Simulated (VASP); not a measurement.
# GeSe3N (P1) in VASP: single point with r2SCAN

Aim: the single point of GeSe3N with r2SCAN.

All numbers are computed with VASP 6.6.1; they aren't measurements. Logs are shortened: lines on timing, memory, paths and dates and some standing lists are left out, and cuts for length are marked.

### 1 The cell of the first run

The typed cell holds 10 atoms: a = 6.332 Å, b = 6.345 Å, c = 5.757 Å, α = 93.03°, β = 87.94°, γ = 86.61°.

### 2 Single point, r2SCAN

Contents of POSCAR:

```
GeSe3N
1.0
    6.3279199079      0.1898435668      0.1281918687
    0.1892368999      6.3389411627     -0.1867647309
    0.0944148429     -0.1377535465      5.7550711832
Se Ge N
6 2 2
Direct
    0.1184695836      0.6662783154     -0.0594890884
    0.5875388846      0.7624413742      1.0412993926
    0.6950953667      0.2757814036      0.0715674137
    0.2984965784      0.1476105075      0.9455600798
    1.0134182109      0.9578830367      0.5389957630
    0.4916725257      0.5570552527      0.5265533169
    0.0903105935      0.5541762956      0.5076883595
    0.4419140687      0.0481664346      0.3379867793
    1.0716971168      0.9486119252      0.8593338990
    0.6043500710      0.5299034545      1.2210820845
```

Contents of INCAR.step1:

```
SYSTEM = GeSe3N
  ALGO = Normal
  EDIFF = 1E-4
  ENCUT = 520
  GGA = PE
  ISMEAR = 0
  LASPH = .TRUE.
  LCHARG = .FALSE.
  LREAL = .FALSE.
  LWAVE = .TRUE.
  NBANDS = 48
  NELM = 100
  PREC = Accurate
  SIGMA = 0.0115
```

Contents of INCAR.step2:

```
SYSTEM = GeSe3N
  ALGO = Normal
  EDIFF = 1E-7
  ENCUT = 520
  ISIF = 2
  ISMEAR = 0
  ISTART = 1
  LASPH = .TRUE.
  LCHARG = .TRUE.
  LELF = .TRUE.
  LMIXTAU = .TRUE.
  LREAL = .FALSE.
  LVHAR = .TRUE.
  LWAVE = .FALSE.
  METAGGA = R2SCAN
  NBANDS = 48
  NELM = 100
  PREC = Accurate
  SIGMA = 0.0115
```

Contents of KPOINTS:

```
k-points
0
G
  3 3 4
  0 0 0
```

Potentials or basis: VASP PAW PBE potentials, release 64 (Se, Ge_d, N).

Started as:

```bash
cat potpaw_PBE.64/Se/POTCAR potpaw_PBE.64/Ge_d/POTCAR potpaw_PBE.64/N/POTCAR > POTCAR
cp INCAR.step1 INCAR
mpirun -np 1 vasp_std > vasp.out
cp INCAR.step2 INCAR
mpirun -np 1 vasp_std > vasp.out
```

OUTCAR:

```text
SYSTEM = GeSe3N
   EDIFF = 1E-7
   ENCUT = 520
   ISIF = 2
   ISMEAR = 0
   ISTART = 1
   LASPH = .TRUE.
   LREAL = .FALSE.
   METAGGA = R2SCAN
   NELM = 100
   PREC = Accurate

 ion  position               nearest neighbor table
   1  0.118  0.666  0.941-   9 1.88   7 2.57
   2  0.588  0.762  0.041-  10 1.85   8 2.53
   3  0.695  0.276  0.072-  10 1.84   8 2.71
   4  0.298  0.148  0.946-   9 2.03   8 2.56
   5  0.013  0.958  0.539-   9 1.90   7 2.57
   6  0.492  0.557  0.527-  10 1.87   7 2.55
   7  0.090  0.554  0.508-   6 2.55   1 2.57   5 2.57
   8  0.442  0.048  0.338-   2 2.53   4 2.56   3 2.71
   9  0.072  0.949  0.859-   1 1.88   5 1.90   4 2.03
  10  0.604  0.530  0.221-   3 1.84   2 1.85   6 1.87

  LATTYP: Found a triclinic cell.
 ALAT       =     8.7098726259
 B/A-ratio  =     0.7269985486
 C/A-ratio  =     1.5427987037
 COS(alpha) =     0.0028342676
 COS(beta)  =     0.5850055227
 COS(gamma) =     0.7507341098

  Lattice vectors:

 A1 = (  -6.4223347508,  -0.0520900203,  -5.8832630519)
 A2 = (  -6.3279199079,  -0.1898435668,  -0.1281918687)
 A3 = (   0.0004072141,   6.6144482557, -11.6969070973)

Analysis of symmetry for initial positions (statically):
=====================================================================
 Subroutine PRICEL returns:
 Original cell was already a primitive cell.

 Routine SETGRP: Setting up the symmetry group for a
 triclinic supercell.

 Subroutine GETGRP returns: Found  1 space group operations
 (whereof  1 operations were pure point group operations)
 out of a pool of  2 trial point group operations.

The static configuration has the point symmetry C_1 .

Analysis of symmetry for dynamics (positions and initial velocities):
=====================================================================
 Subroutine PRICEL returns:
 Original cell was already a primitive cell.

 Routine SETGRP: Setting up the symmetry group for a
 triclinic supercell.

 Subroutine GETGRP returns: Found  1 space group operations
 (whereof  1 operations were pure point group operations)
 out of a pool of  2 trial point group operations.

The dynamic configuration has the point symmetry C_1 .

 Subroutine INISYM returns: Found  1 space group operations
 (whereof  1 operations are pure point group operations),
 and found     1 'primitive' translations

----------------------------------------------------------------------------------------

                                     Primitive cell

  volume of cell :     230.3962

  direct lattice vectors                    reciprocal lattice vectors
     6.327919908  0.189843567  0.128191869     0.158228838 -0.004803486 -0.002710800
     0.189236900  6.338941163 -0.186764731    -0.004818751  0.158012672  0.003861250
     0.094414843 -0.137753546  5.755071183    -0.003680862  0.005234855  0.173945485

  length of vectors
     6.332064758  6.344514696  5.757493771     0.158324941  0.158133280  0.174063161

  position of ions in fractional coordinates (direct lattice)
     0.118469584  0.666278315  0.940510912
     0.587538885  0.762441374  0.041299393
     0.695095367  0.275781404  0.071567414
     0.298496578  0.147610507  0.945560080
     0.013418211  0.957883037  0.538995763
     0.491672526  0.557055253  0.526553317
     0.090310593  0.554176296  0.507688360
     0.441914069  0.048166435  0.337986779
     0.071697117  0.948611925  0.859333899
     0.604350071  0.529903455  0.221082084

  ion indices of the primitive-cell ions
   primitive index   ion index
                 1           1
                 2           2
                 3           3
                 4           4
                 5           5
                 6           6
                 7           7
                 8           8
                 9           9
                10          10

----------------------------------------------------------------------------------------

 KPOINTS: k-points

Automatic generation of k-mesh.
 Grid dimensions read from file:
 generate k-points for:    3    3    4

 Generating k-lattice:

  Cartesian coordinates                     Fractional coordinates (reciprocal lattice)
     0.052742946 -0.001601162 -0.000903600     0.333333333  0.000000000 -0.000000000
    -0.001606250  0.052670891  0.001287083    -0.000000000  0.333333333  0.000000000
    -0.000920216  0.001308714  0.043486371     0.000000000  0.000000000  0.250000000

  Length of vectors
     0.052774980  0.052711093  0.043515790

  Shift w.r.t. Gamma in fractional coordinates (k-lattice)
     0.000000000  0.000000000  0.000000000

 Subroutine IBZKPT returns following result:
 ===========================================

 Found     19 irreducible k-points:

 Following reciprocal coordinates:
            Coordinates               Weight
  0.000000  0.000000  0.000000      1.000000
  0.333333 -0.000000 -0.000000      2.000000
 -0.000000  0.333333 -0.000000      2.000000
  0.333333  0.333333 -0.000000      2.000000
 -0.333333  0.333333 -0.000000      2.000000
  0.000000  0.000000  0.250000      2.000000
[... 11 lines left out ...]
  0.333333  0.333333  0.500000      2.000000
 -0.333333  0.333333  0.500000      2.000000
   k-points           NKPTS =     19   k-points in BZ     NKDIM =     19   number of bands    NBANDS=     48
   number of dos      NEDOS =    301   number of ions     NIONS =     10
   total plane-waves  NPLWV = 110592
   dimension x,y,z NGX =    48 NGY =   48 NGZ =   48
   dimension x,y,z NGXF=    96 NGYF=   96 NGZF=   96
   ions per type =               6   2   2
   NGX,Y,Z   is equivalent  to a cutoff of  12.60, 12.58, 13.86 a.u.
   NGXF,Y,Z  is equivalent  to a cutoff of  25.20, 25.15, 27.72 a.u.
 SYSTEM =  GeSe3N
   PREC   = accura    normal or accurate (medium, high low for compatibility)
   ISTART =      1    job   : 0-new  1-cont  2-samecut
   ICHARG =      0    charge: 1-file 2-atom 10-const
   ISPIN  =      1    spin polarized calculation?
   LNONCOLLINEAR =      F non collinear calculations
   LSORBIT =      F    spin-orbit coupling
   LASPH  =      T    aspherical Exc in radial PAW
   ENCUT  =  520.0 eV  38.22 Ry    6.18 a.u.  11.77 11.80 10.71*2*pi/ulx,y,z
   NELM   =    100;   NELMIN=  2; NELMDL=  0     # of ELM steps
   EDIFF  = 0.1E-06   stopping-criterion for ELM
   LREAL  =      F    real-space projection
   EDIFFG = 0.1E-05   stopping-criterion for IOM
   NSW    =      0    number of steps for IOM
   IBRION =     -1    ionic relax: 0-MD 1-quasi-New 2-CG
   NFREE  =      0    steps in history (QN), initial steepest desc. (CG)
   ISIF   =      2    stress and relaxation
   ISYM   =      2    0-nonsym 1-usesym 2-fastsym
   POTIM  = 0.5000    time-step for ionic-motion
   TEBEG  =    0.0;   TEEND  =   0.0 temperature during run
   PSTRESS=    0.0 pullay stress
   NELECT =      74.0000    total number of electrons
   NUPDOWN=      -1.0000    fix difference up-down
   EMIN   =  10.00;   EMAX   =-10.00  energy-range for DOS
   EFERMI =   0.00;   METHOD = LEGACY
   ISMEAR =     0;   SIGMA  =   0.01  broadening in eV -4-tet -1-fermi 0-gaus
   EFERMI_NEDOS =   21; number of points for ismear=-14 and -15
   IALGO  =     38    algorithm
   IMIX   =      4    mixing-type and parameters
     AMIX     =   0.40;   BMIX     =  1.00
     AMIX_MAG =   1.60;   BMIX_MAG =  1.00
  volume/ion in A,a.u.               =      23.04       155.48
  Fermi-wavevector in a.u.,A,eV,Ry     =   1.121141  2.118649 17.101943  1.256957
  Thomas-Fermi vector in A             =   2.257793
   LORBIT       =      0    0 simple, 1 ext, 2 COOP (PROOUT), +10 PAW based schemes
   METAGGA = R2SCAN    functional components
   LHFCALC =     F    Hartree Fock is set to
   AEXX    =    0.0000 exact exchange contribution
   IVDW    =     0    specifies the selected vdW correction
   LEPSILON=     F    determine dielectric tensor
   LRPA    =     F    only Hartree local field effects (RPA)
 non-spin polarized calculation
 Gauss-broadening in eV      SIGMA  =   0.01
  energy-cutoff  :      520.00
  volume of cell :      230.40
 maximum number of plane-waves:      6222
   NGX = 23   NGY = 23   NGZ = 21

 number of electron      73.9999990 magnetization

 Free energy of the ion-electron system (eV)
  ---------------------------------------------------
  ext. energy  EPLUGINS =         0.00000000
  ---------------------------------------------------
  free energy    TOTEN  =      -127.31022478 eV

  energy without entropy =     -127.31022478  energy(sigma->0) =     -127.31022478

 E-fermi :   3.0964     XC(G=0):  -9.6600

 val. band max:        3.0112244586   @ k =   0.0000   0.3333   0.2500
 cond. band min:       3.1925678298   @ k =   0.3333   0.3333   0.2500
 fundamental gap:      0.1813433712
 Fermi energy:         3.0963553187

 k-point     1 :       0.0000    0.0000    0.0000
  band No.  band energies     occupation
      1     -22.3269      2.00000
      2     -22.3161      2.00000
      3     -22.2949      2.00000
      4     -22.2904      2.00000
      5     -22.2837      2.00000
      6     -22.2784      2.00000
[... 40 lines left out ...]
     47       7.6086      0.00000
     48       7.9760      0.00000

 k-point     2 :       0.3333   -0.0000   -0.0000
  band No.  band energies     occupation
      1     -22.3268      2.00000
      2     -22.3161      2.00000
      3     -22.2949      2.00000
      4     -22.2904      2.00000
      5     -22.2837      2.00000
      6     -22.2783      2.00000
[... 40 lines left out ...]
     47       7.3142      0.00000
     48       7.7239      0.00000

 k-point     3 :      -0.0000    0.3333   -0.0000
  band No.  band energies     occupation
      1     -22.3269      2.00000
      2     -22.3161      2.00000
      3     -22.2950      2.00000
      4     -22.2904      2.00000
      5     -22.2835      2.00000
      6     -22.2784      2.00000
[... 805 lines left out ...]
     47       7.4238      0.00000
     48       7.6330      0.00000

 k-point    19 :      -0.3333    0.3333    0.5000
  band No.  band energies     occupation
      1     -22.3265      2.00000
      2     -22.3161      2.00000
      3     -22.2949      2.00000
      4     -22.2904      2.00000
      5     -22.2835      2.00000
      6     -22.2784      2.00000
[... 40 lines left out ...]
     47       7.5019      0.00000
     48       7.6800      0.00000

------------------------ aborting loop because EDIFF is reached ----------------------------------------

  FORCE on cell =-STRESS in cart. coord.  units (eV):
  Direction    XX          YY          ZZ          XY          YZ          ZX
  --------------------------------------------------------------------------------------
  -------------------------------------------------------------------------------------
  Total       -0.0357902      0.0227046      0.0339915      0.0085881     -0.0221521     -0.0058895
  in kB       -0.2488850      0.1578877      0.2363773      0.0597220     -0.1540460     -0.0409556
  external PRESSURE =       0.0484600 kB  Pullay stress =       0.0000000 kB

 VOLUME and BASIS-vectors are now :
 -----------------------------------------------------------------------------
  energy-cutoff  :      520.00
  volume of cell :      230.40
      direct lattice vectors                 reciprocal lattice vectors
     6.327919908  0.189843567  0.128191869     0.158228838 -0.004803486 -0.002710800
     0.189236900  6.338941163 -0.186764731    -0.004818751  0.158012672  0.003861250
     0.094414843 -0.137753546  5.755071183    -0.003680862  0.005234855  0.173945485

 POSITION                                       TOTAL-FORCE (eV/Angst)
 -----------------------------------------------------------------------------------
      0.96455      4.11643      5.30346        -0.007391     -0.016388      0.011708
      3.86608      4.93892      0.17060         0.011928      0.023883     -0.023318
      4.45745      1.87026      0.44947         0.014641     -0.018734     -0.018925
      2.00607      0.86211      5.45246        -0.009383     -0.004268     -0.008515
      0.31707      6.00026      2.92478        -0.009454      0.005620     -0.011824
      3.26639      3.55195      2.98934         0.004182      0.001775      0.014698
      0.72428      3.46010      2.82986        -0.001699     -0.009417     -0.003127
      2.83742      0.34266      1.99279        -0.002212     -0.003374      0.010287
      0.71434      5.90843      4.77755         0.008007      0.021121      0.005982
      3.94543      3.44330      1.25085        -0.008620     -0.000219      0.023033
 -----------------------------------------------------------------------------------
    total drift:                                0.004919     -0.012705      0.002115

  FREE ENERGIE OF THE ION-ELECTRON SYSTEM (eV)
  ---------------------------------------------------
  free  energy   TOTEN  =      -127.3102247784 eV

  energy  without entropy=     -127.3102247784  energy(sigma->0) =     -127.31022478
```

It took 8.5 min on 1 thread of Intel Xeon 6975P-C (Granite Rapids), shared host; peak memory 0.46 GiB.

Results:

```yaml
Free_energy: -127.3102 eV
Pressure: 0.0 GPa
Largest_force: 0.035 eV/Å
Band_gap_on_the_k_mesh: 0.18 eV (least direct gap 0.28 eV)
```

Forces in eV/Å, atoms in the order of the input:
```
Se  -0.007 -0.016  0.012
Se   0.012  0.024 -0.023
Se   0.015 -0.019 -0.019
Se  -0.009 -0.004 -0.009
Se  -0.009  0.006 -0.012
Se   0.004  0.002  0.015
Ge  -0.002 -0.009 -0.003
Ge  -0.002 -0.003  0.010
N    0.008  0.021  0.006
N   -0.009  0.000  0.023
```

Caveat: semilocal functionals underestimate gaps, and a narrow one can read as zero; the PAW data sets were made with another functional, which shifts forces and pressure a little. A k mesh can miss the band edges.
